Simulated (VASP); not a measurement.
Input of a VASP 6.6.1 run:

The input POSCAR:

```
Si
1.0
   -2.2066568822      2.2066568822      1.1898881353
    2.2066568822     -2.2066568822      1.1898881353
    2.2066568822      2.2066568822     -1.1898881353
Si
2
Direct
    0.2500000000      0.7500000000      0.5000000000
    0.5000000000      0.5000000000      0.0000000000
```

File INCAR.step1:

```
SYSTEM = Si
ALGO = Normal
EDIFF = 1E-4
ENCUT = 600
GGA = PE
ISMEAR = 0
LASPH = .True.
LCHARG = .False.
LREAL = .False.
LWAVE = .True.
NELM = 80
PREC = Accurate
SIGMA = 0.05
```

File INCAR.step2:

```
SYSTEM = Si
ALGO = Normal
EDIFF = 1E-6
EDIFFG = -0.01
ENCUT = 600
IBRION = 2
ISIF = 4
ISMEAR = 0
ISTART = 1
LASPH = .True.
LCHARG = .False.
LMIXTAU = .True.
LREAL = .False.
LWAVE = .False.
METAGGA = R2SCAN
NELM = 80
NSW = 60
PREC = Accurate
SIGMA = 0.05
```

KPOINTS

```
k-points
0
Gamma
  20 20 20
  0 0 0
```

Potentials or basis: VASP PAW PBE potentials, release 64 (Si).

Launch:

```sh
$ cat potpaw_PBE.64/Si/POTCAR > POTCAR
$ cp INCAR.step1 INCAR
$ mpirun -np 1 vasp_std > vasp.out
$ cp INCAR.step2 INCAR
$ mpirun -np 1 vasp_std > vasp.out
```

Problem. Predict the band gap on the k mesh.

Solution. Zero (bands 4 and 5 overlap by 8.39 eV).

Final structure:
```cif
data_structure
_symmetry_space_group_name_H-M 'P 1'
_symmetry_Int_Tables_number 1
_cell_length_a 3.3412
_cell_length_b 3.3412
_cell_length_c 3.3412
_cell_angle_alpha 97.268
_cell_angle_beta 97.268
_cell_angle_gamma 138.330
_cell_volume 23.18
loop_
_atom_site_label
_atom_site_type_symbol
_atom_site_fract_x
_atom_site_fract_y
_atom_site_fract_z
_atom_site_occupancy
Si1 Si 0.25000 0.75000 0.50000 1
Si2 Si 0.50000 0.50000 0.00000 1
```
